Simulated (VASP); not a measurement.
# WC (R-3m) in VASP: relaxation of cell and atoms with r2SCAN

Aim: the relaxation of cell and atoms of WC with r2SCAN.

All numbers are computed with VASP 6.6.1; they aren't measurements. Logs are shortened: lines on timing, memory, paths and dates and some standing lists are left out, and cuts for length are marked.

## Step 1: The cell of the first run

Symmetry: R-3m, No. 166, trigonal system. Conventional cell: a = 2.464 Å, b = 2.464 Å, c = 11.770 Å, α = 90.00°, β = 90.00°, γ = 120.00°. W (site symmetry -3m) has 6 C at 2.42 Å and 6 W at 2.46 Å within 3.2 Å. C (site symmetry -3m) has 6 W at 2.42 Å and 6 C at 2.46 Å within 3.2 Å.

## Step 2: Relaxation of cell and atoms, r2SCAN

Input file POSCAR:

```
WC
1.0
    1.2317837176      0.7111706609      3.9234592485
   -1.2317837176      0.7111706609      3.9234592485
    0.0000000000     -1.4223413218      3.9234592485
W C
1 1
Direct
    0.0000000000      0.0000000000      0.0000000000
    0.5000000000      0.5000000000      0.5000000000
```

Input file INCAR.step1:

```
SYSTEM = WC
ALGO     = Normal         ! electronic algorithm
EDIFF    = 1E-4           ! SCF threshold, eV
ENCUT    = 600            ! plane-wave cutoff, eV
GGA      = PE             ! functional
ISMEAR   = 0              ! smearing method
LASPH    = .TRUE.         ! aspherical terms in the spheres
LCHARG   = .FALSE.        ! write CHGCAR
LREAL    = .FALSE.        ! projectors in reciprocal space
LWAVE    = .TRUE.         ! write WAVECAR
NELM     = 60             ! most SCF steps
PREC     = Accurate       ! precision mode
SIGMA    = 0.1            ! smearing width, eV
```

Input file INCAR.step2:

```
SYSTEM = WC
ALGO     = Normal         ! electronic algorithm
EDIFF    = 1E-6           ! SCF threshold, eV
EDIFFG   = -0.04          ! ionic threshold
ENCUT    = 600            ! plane-wave cutoff, eV
IBRION   = 2              ! ionic algorithm
ISIF     = 3              ! what is computed and relaxed
ISMEAR   = 0              ! smearing method
ISTART   = 1            
LASPH    = .TRUE.         ! aspherical terms in the spheres
LCHARG   = .FALSE.        ! write CHGCAR
LMIXTAU  = .TRUE.       
LREAL    = .FALSE.        ! projectors in reciprocal space
LWAVE    = .FALSE.        ! write WAVECAR
METAGGA  = R2SCAN         ! meta-GGA
NELM     = 60             ! most SCF steps
NSW      = 90             ! ionic steps
PREC     = Accurate       ! precision mode
SIGMA    = 0.1            ! smearing width, eV
```

Input file KPOINTS:

```
k-points
0
G
  12 12 12
  0 0 0
```

Potentials or basis: VASP PAW PBE potentials, release 64 (W_sv, C).

Started as:

```bash
$ cat potpaw_PBE.64/W_sv/POTCAR potpaw_PBE.64/C/POTCAR > POTCAR
$ cp INCAR.step1 INCAR
$ mpirun -np 1 vasp_std > vasp.out
$ cp INCAR.step2 INCAR
$ mpirun -np 1 vasp_std > vasp.out
```

OUTCAR:

```text
SYSTEM = WC
   EDIFF = 1E-6
   EDIFFG = -0.04
   ENCUT = 600
   IBRION = 2
   ISIF = 3
   ISMEAR = 0
   ISTART = 1
   LASPH = .TRUE.
   LREAL = .FALSE.
   METAGGA = R2SCAN
   NELM = 60
   NSW = 90
   PREC = Accurate

 ion  position               nearest neighbor table
   1  0.000  0.000  0.000-   2 2.42   2 2.42   2 2.42   2 2.42   2 2.42   2 2.42
   2  0.500  0.500  0.500-   1 2.42   1 2.42   1 2.42   1 2.42   1 2.42   1 2.42

  LATTYP: Found a trigonal (rhomboedric) cell.
 ALAT       =     4.1733185010
 COS(alpha) =     0.8257648184

  Lattice vectors:

 A1 = (   1.2317837176,   0.7111706609,   3.9234592485)
 A2 = (  -1.2317837176,   0.7111706609,   3.9234592485)
 A3 = (   0.0000000000,  -1.4223413218,   3.9234592485)

Analysis of symmetry for initial positions (statically):
=====================================================================
 Subroutine PRICEL returns:
 Original cell was already a primitive cell.

 Routine SETGRP: Setting up the symmetry group for a
 trigonal (rhombohedral) supercell.

 Subroutine GETGRP returns: Found 12 space group operations
 (whereof 12 operations were pure point group operations)
 out of a pool of 12 trial point group operations.

The static configuration has the point symmetry D_3d.

Analysis of symmetry for dynamics (positions and initial velocities):
=====================================================================
 Subroutine PRICEL returns:
 Original cell was already a primitive cell.

 Routine SETGRP: Setting up the symmetry group for a
 trigonal (rhombohedral) supercell.

 Subroutine GETGRP returns: Found 12 space group operations
 (whereof 12 operations were pure point group operations)
 out of a pool of 12 trial point group operations.

The dynamic configuration has the point symmetry D_3d.

 Subroutine INISYM returns: Found 12 space group operations
 (whereof 12 operations are pure point group operations),
 and found     1 'primitive' translations

----------------------------------------------------------------------------------------

                                     Primitive cell

  volume of cell :      20.6219

  direct lattice vectors                    reciprocal lattice vectors
     1.231783718  0.711170661  3.923459248     0.405915416  0.234355375  0.084959041
    -1.231783718  0.711170661  3.923459248    -0.405915416  0.234355375  0.084959041
     0.000000000 -1.422341322  3.923459248     0.000000000 -0.468710749  0.084959041

  length of vectors
     4.173318501  4.173318501  4.173318501     0.476348407  0.476348407  0.476348407

  position of ions in fractional coordinates (direct lattice)
     0.000000000  0.000000000  0.000000000
     0.500000000  0.500000000  0.500000000

  ion indices of the primitive-cell ions
   primitive index   ion index
                 1           1
                 2           2

----------------------------------------------------------------------------------------

 KPOINTS: k-points

Automatic generation of k-mesh.
 Grid dimensions read from file:
 generate k-points for:   12   12   12

 Generating k-lattice:

  Cartesian coordinates                     Fractional coordinates (reciprocal lattice)
     0.033826285  0.019529615  0.007079920     0.083333333  0.000000000 -0.000000000
    -0.033826285  0.019529615  0.007079920     0.000000000  0.083333333 -0.000000000
     0.000000000 -0.039059229  0.007079920    -0.000000000 -0.000000000  0.083333333

  Length of vectors
     0.039695701  0.039695701  0.039695701

  Shift w.r.t. Gamma in fractional coordinates (k-lattice)
     0.000000000  0.000000000  0.000000000

 Subroutine IBZKPT returns following result:
 ===========================================

 Found    189 irreducible k-points:

 Following reciprocal coordinates:
            Coordinates               Weight
  0.000000  0.000000  0.000000      1.000000
  0.083333 -0.000000  0.000000      6.000000
  0.166667 -0.000000 -0.000000      6.000000
  0.250000  0.000000  0.000000      6.000000
  0.333333 -0.000000  0.000000      6.000000
  0.416667  0.000000  0.000000      6.000000
[... 16 lines left out ...]
  0.500000  0.166667 -0.000000     12.000000
 -0.416667  0.166667 -0.000000     12.000000
 [... further k-points ...]
   k-points           NKPTS =    189   k-points in BZ     NKDIM =    189   number of bands    NBANDS=     13
   number of dos      NEDOS =    301   number of ions     NIONS =      2
   total plane-waves  NPLWV =  46656
   dimension x,y,z NGX =    36 NGY =   36 NGZ =   36
   dimension x,y,z NGXF=    72 NGYF=   72 NGZF=   72
   ions per type =               1   1
   NGX,Y,Z   is equivalent  to a cutoff of  14.34, 14.34, 14.34 a.u.
   NGXF,Y,Z  is equivalent  to a cutoff of  28.68, 28.68, 28.68 a.u.
 SYSTEM =  WC
   PREC   = accura    normal or accurate (medium, high low for compatibility)
   ISTART =      1    job   : 0-new  1-cont  2-samecut
   ICHARG =      0    charge: 1-file 2-atom 10-const
   ISPIN  =      1    spin polarized calculation?
   LNONCOLLINEAR =      F non collinear calculations
   LSORBIT =      F    spin-orbit coupling
   LASPH  =      T    aspherical Exc in radial PAW
   ENCUT  =  600.0 eV  44.10 Ry    6.64 a.u.   8.34  8.34  8.34*2*pi/ulx,y,z
   NELM   =     60;   NELMIN=  2; NELMDL=  0     # of ELM steps
   EDIFF  = 0.1E-05   stopping-criterion for ELM
   LREAL  =      F    real-space projection
   EDIFFG = -.4E-01   stopping-criterion for IOM
   NSW    =     90    number of steps for IOM
   IBRION =      2    ionic relax: 0-MD 1-quasi-New 2-CG
   NFREE  =      1    steps in history (QN), initial steepest desc. (CG)
   ISIF   =      3    stress and relaxation
   ISYM   =      2    0-nonsym 1-usesym 2-fastsym
   POTIM  = 0.5000    time-step for ionic-motion
   TEBEG  =    0.0;   TEEND  =   0.0 temperature during run
   PSTRESS=    0.0 pullay stress
   NELECT =      18.0000    total number of electrons
   NUPDOWN=      -1.0000    fix difference up-down
   EMIN   =  10.00;   EMAX   =-10.00  energy-range for DOS
   EFERMI =   0.00;   METHOD = LEGACY
   ISMEAR =     0;   SIGMA  =   0.10  broadening in eV -4-tet -1-fermi 0-gaus
   EFERMI_NEDOS =   21; number of points for ismear=-14 and -15
   IALGO  =     38    algorithm
   IMIX   =      4    mixing-type and parameters
     AMIX     =   0.40;   BMIX     =  1.00
     AMIX_MAG =   1.60;   BMIX_MAG =  1.00
  volume/ion in A,a.u.               =      10.31        69.58
  Fermi-wavevector in a.u.,A,eV,Ry     =   1.564550  2.956571 33.304567  2.447817
  Thomas-Fermi vector in A             =   2.667157
   LORBIT       =      0    0 simple, 1 ext, 2 COOP (PROOUT), +10 PAW based schemes
   METAGGA = R2SCAN    functional components
   LHFCALC =     F    Hartree Fock is set to
   AEXX    =    0.0000 exact exchange contribution
   IVDW    =     0    specifies the selected vdW correction
   LEPSILON=     F    determine dielectric tensor
   LRPA    =     F    only Hartree local field effects (RPA)
 conjugate gradient relaxation of ions
 non-spin polarized calculation
 Gauss-broadening in eV      SIGMA  =   0.10
  energy-cutoff  :      600.00
  volume of cell :       20.62
 maximum number of plane-waves:       704
 NGX is ok and might be reduce to    36
   NGX = 17   NGY = 17   NGZ = 17

--------------------------------------- Ionic step        1  -------------------------------------------

 number of electron      17.9999999 magnetization

 Free energy of the ion-electron system (eV)
  ---------------------------------------------------
  ext. energy  EPLUGINS =         0.00000000
  ---------------------------------------------------
  free energy    TOTEN  =       -56.14425404 eV

  energy without entropy =      -56.13813548  energy(sigma->0) =      -56.14119476

------------------------ aborting loop because EDIFF is reached ----------------------------------------

  FORCE on cell =-STRESS in cart. coord.  units (eV):
  Direction    XX          YY          ZZ          XY          YZ          ZX
  --------------------------------------------------------------------------------------
  -------------------------------------------------------------------------------------
  Total       13.3860762     13.3860762     -8.0364479      0.0000000      0.0000000      0.0000000
  in kB     1040.0044255   1040.0044254   -624.3757526      0.0000000      0.0000000      0.0000000
  external PRESSURE =     485.2110328 kB  Pullay stress =       0.0000000 kB
[... 57 lines left out ...]
  energy  without entropy=      -58.2753429063  energy(sigma->0) =      -58.28039071

--------------------------------------- Ionic step        3  -------------------------------------------

 number of electron      18.0000000 magnetization

 E-fermi :   8.2874     XC(G=0): -13.5579

 val. band max:        8.2813929994   @ k =  -0.4167   0.4167   0.2500
 cond. band min:       8.2887538516   @ k =  -0.2500   0.4167   0.1667
 fundamental gap:      0.0073608523
 Fermi energy:         8.2873574917

 k-point     1 :       0.0000    0.0000    0.0000
  band No.  band energies     occupation
      1     -68.2891      2.00000
      2     -31.7449      2.00000
      3     -31.4458      2.00000
      4     -31.4458      2.00000
      5      -5.4055      2.00000
      6       4.0901      2.00000
      7       6.4434      2.00000
      8       7.4295      2.00000
      9       7.4295      2.00000
     10       9.8862      0.00000
     11       9.8862      0.00000
     12      10.1928      0.00000
     13      10.1928      0.00000
[... 353 lines left out ...]
 k-point    24 :      -0.4167    0.1667   -0.0000
  band No.  band energies     occupation
      1     -68.2374      2.00000
      2     -32.0437      2.00000
      3     -31.7018      2.00000
      4     -31.6644      2.00000
      5      -1.6638      2.00000
      6       2.1200      2.00000
      7       2.9279      2.00000
      8       5.1994      2.00000
      9       7.3543      2.00000
     10      10.0420      0.00000
     11      12.5139      0.00000
     12      13.3827      0.00000
     13      15.3708      0.00000

 [... further k-points ...]

------------------------ aborting loop because EDIFF is reached ----------------------------------------

  FORCE on cell =-STRESS in cart. coord.  units (eV):
  Direction    XX          YY          ZZ          XY          YZ          ZX
  --------------------------------------------------------------------------------------
  -------------------------------------------------------------------------------------
  Total       -5.3076295     -5.3076295    -13.0855447      0.0000000      0.0000000      0.0000000
  in kB     -325.0217934   -325.0217933   -801.3157697      0.0000000      0.0000000      0.0000000
  external PRESSURE =    -483.7864521 kB  Pullay stress =       0.0000000 kB
[... 165 lines left out ...]
  energy  without entropy=      -60.6231175336  energy(sigma->0) =      -60.62430781

--------------------------------------- Ionic step        8  -------------------------------------------

 number of electron      18.0000000 magnetization

 Free energy of the ion-electron system (eV)
  ---------------------------------------------------
  ext. energy  EPLUGINS =         0.00000000
  ---------------------------------------------------
  free energy    TOTEN  =       -60.62639996 eV

  energy without entropy =      -60.62406042  energy(sigma->0) =      -60.62523019

 E-fermi :  12.5661     XC(G=0): -14.9325

 val. band max:       12.5177809128   @ k =   0.5000   0.1667   0.1667
 cond. band min:      12.5964690189   @ k =  -0.0833   0.0833   0.0833
 fundamental gap:      0.0786881060
 Fermi energy:        12.5660993925

 k-point     1 :       0.0000    0.0000    0.0000
  band No.  band energies     occupation
      1     -64.8651      2.00000
      2     -28.1999      2.00000
      3     -28.1957      2.00000
      4     -28.1957      2.00000
      5      -4.2296      2.00000
      6       9.6861      2.00000
      7       9.7116      2.00000
      8       9.7116      2.00000
      9      11.3974      2.00000
     10      11.4205      2.00000
     11      11.4205      2.00000
     12      11.5574      2.00000
     13      11.5574      2.00000
[... 353 lines left out ...]
 k-point    24 :      -0.4167    0.1667   -0.0000
  band No.  band energies     occupation
      1     -64.8164      2.00000
      2     -28.7854      2.00000
      3     -28.3870      2.00000
      4     -28.2936      2.00000
      5      -0.0925      2.00000
      6       3.1071      2.00000
      7       5.9419      2.00000
      8       5.9756      2.00000
      9      13.1799      0.00000
     10      13.4182      0.00000
     11      14.6247      0.00000
     12      19.1446      0.00000
     13      20.7969      0.00000

 [... further k-points ...]

------------------------ aborting loop because EDIFF is reached ----------------------------------------

  FORCE on cell =-STRESS in cart. coord.  units (eV):
  Direction    XX          YY          ZZ          XY          YZ          ZX
  --------------------------------------------------------------------------------------
  -------------------------------------------------------------------------------------
  Total        0.0421061      0.0421061      0.0568205     -0.0000000     -0.0000000      0.0000000
  in kB        3.2392988      3.2392988      4.3713101     -0.0000000     -0.0000000      0.0000000
  external PRESSURE =       3.6166359 kB  Pullay stress =       0.0000000 kB
[... 17 lines left out ...]
  FREE ENERGIE OF THE ION-ELECTRON SYSTEM (eV)
  ---------------------------------------------------
  free  energy   TOTEN  =       -60.6263999639 eV

  energy  without entropy=      -60.6240604204  energy(sigma->0) =      -60.62523019

 reached required accuracy - stopping structural energy minimisation
```

Run time: 37 min. Hardware: 1 thread of Intel Xeon 6975P-C (Granite Rapids), shared host; peak memory 0.3 GiB.

What came out:

```yaml
Free_energy: -60.6264 eV
Relaxed_volume: 10.41 Å³/atom
Relaxed_cell: a = 3.090 Å, b = 3.090 Å, c = 3.090 Å, α = 59.92°, β = 59.92°, γ = 59.92°
Space_group_after_relaxing_to_0.1_Å: Fm-3m (No. 225)
Energy_gained_by_relaxing: 2241.1 meV/atom
Ionic_steps: 8
Pressure_after_relaxing: 0.4 GPa
```

Stress tensor (GPa, compression positive):
```
0.32 0.00 0.00
0.00 0.32 0.00
0.00 0.00 0.44
```

The path:
| step | energy change (eV) | largest force (eV/Å) | pressure (GPa) | volume (Å³) |
| --- | --- | --- | --- | --- |
| 1 | 0.0000 | 0.0000 | 48.52 | 20.62 |
| 2 | -2.1412 | 0.0000 | -61.22 | 29.09 |
| 3 | -2.5079 | 0.0000 | -48.38 | 26.16 |
| 4 | -3.1383 | 0.0000 | 86.29 | 17.80 |
| 5 | -4.4444 | 0.0000 | -10.50 | 21.47 |
| 6 | -4.4813 | 0.0000 | -2.21 | 20.97 |
| 7 | -4.4812 | 0.0000 | -0.15 | 20.85 |
| 8 | -4.4821 | 0.0000 | 0.36 | 20.83 |

Final structure:
```
CELL_PARAMETERS angstrom
1.54323 0.89098 2.52437
-1.54323 0.89098 2.52437
0.00000 -1.78197 2.52437
ATOMIC_POSITIONS crystal
W 0.00000 0.00000 0.00000
C 0.50000 0.50000 0.50000
```

Caveat: the highest band is partly filled, so the run has too few bands; a cell axis changed by over 15 % at a fixed basis, so the end point is rough; the PAW data sets were made with another functional, which shifts forces and pressure a little; spin-orbit coupling is left out, which moves the levels of the heavy elements.
